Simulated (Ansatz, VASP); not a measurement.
## Be: VASP beside Ansatz

INCAR

```
SYSTEM = Be
PREC = Accurate
ENCUT = 520
EDIFF = 1E-6
ISMEAR = -1
SIGMA = 0.1
LREAL = .FALSE.
LASPH = .TRUE.
NELM = 100
ALGO = Normal
ISIF = 2
LWAVE = .FALSE.
LCHARG = .FALSE.
GGA = RE
NBANDS = 7
```

Contents of KPOINTS:

```
Automatic mesh
0
G
  19 19 19
  0 0 0
```

Contents of POSCAR:

```
Be
1.0
    0.0000000000      1.6327733302      1.6327733302
    1.6327733302      0.0000000000      1.6327733302
    1.6327733302      1.6327733302      0.0000000000
Be
1
Direct
    0.0000000000      0.0000000000      0.0000000000
```

Input for Ansatz:

```yaml
crystal:
  lattice:
    - [0.0, 1.6327733302, 1.6327733302]
    - [1.6327733302, 0.0, 1.6327733302]
    - [1.6327733302, 1.6327733302, 0.0]
  atoms:
    - { symbol: Be, position: [0.0, 0.0, 0.0] }
hamiltonian:
  xc: revpbe
  pseudopotentials:
    kind: paw
    azcp:
      Be: "pseudopotentials/Be.paw.azcp"
basis:
  ecutwfc: 420
  fft_grid_basis: typed
kpoints:
  mp_grid: { grid: [19, 19, 19], shift: [0, 0, 0] }
magnetization:
  spin_polarized: false
scf:
  occupations: { method: fermi_dirac, width: 0.1 }
  lower_state_search: "off"
output:
  stress: true
  write_density: true
  write_potential: true
  elf: true
  volumetric_format: npy
```

Alike in both runs: task single point; functional revPBE; k mesh 19 × 19 × 19; occupations fermi-dirac, width 0.1 eV; no spin polarisation.

|  | VASP | Ansatz |
| --- | --- | --- |
| version | VASP 6.6.1 | Ansatz 0.2.0 |
| potentials or method | VASP PAW PBE potentials, release 64 (Be), cutoff 520 eV | plane waves (420 eV) with PAW, scalar-relativistic |
| valence electrons in the cell | 2 | 2 |

```tsv
	VASP	Ansatz	Ansatz less VASP
pressure (GPa)	-7.8	-7.8	-0.02
```

VASP's potentials were made for PBE, not for revPBE.
